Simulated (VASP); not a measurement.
Input of a VASP 6.6.1 run:

INCAR

```
SYSTEM = AlN
ALGO = Normal ; EDIFF = 1E-6
ENCUT = 520 ; ISIF = 2
ISMEAR = 0 ; LASPH = .True.
LCHARG = .False. ; LREAL = .False.
LWAVE = .False. ; NBANDS = 26
NELM = 60 ; PREC = Accurate
SIGMA = 0.05
```

The input KPOINTS:

```
k-points
0
Gamma
  8 6 4
  0 0 0
```

Contents of POSCAR:

```
AlN
1.0
   -1.6378403119      2.8368226349      0.0000000000
    0.0000000000      0.0000000000      4.1006264518
    4.9135209358      2.8368226349      0.0000000000
Al N
4 4
Direct
    0.3499400104      0.7500000000      0.1418831557
    1.0000000000      0.7500000000      0.6666666667
    0.0000000000      0.2500000000      0.3333333333
    0.5000000000      0.2500000000      0.8333333333
    0.5000000000      0.2500000000      0.1666666667
    1.0000000000      0.2500000000      0.6666666667
    0.0000000000      0.7500000000      0.3333333333
    0.5000000000      0.7500000000      0.8333333333
```

Potentials or basis: VASP PAW LDA potentials, release 64 (Al, N).

Command:

```console
$ cat potpaw_LDA.64/Al/POTCAR potpaw_LDA.64/N/POTCAR > POTCAR
$ mpirun -np 1 vasp_std > vasp.out
```

Problem. Predict the largest force.

Solution. 8.854 eV/Å.

Problem. What does it give for the band gap on the k mesh?

Solution. 2.96 eV, direct.

Problem. Estimate the pressure.

Solution. 9.2 GPa.

Forces in eV/Å, atoms in the order of the input:
```
Al  -6.694  5.795  0.000
Al  -0.834 -0.760  0.000
Al   0.665 -0.630  0.000
Al  -0.194  0.320  0.000
N    0.001 -1.359  0.000
N    0.244  0.090  0.000
N    7.211 -2.701  0.000
N   -0.399 -0.755  0.000
```

Caveat: the cell differs from its parent crystal (atom 1 (Al) moved by +0.124 Å along [1 0 0] and -0.496 Å along [1 2 0]); forces of over 1 eV/Å act on the atoms, so gaps and moduli don't describe the material at rest. A k mesh can miss the band edges.
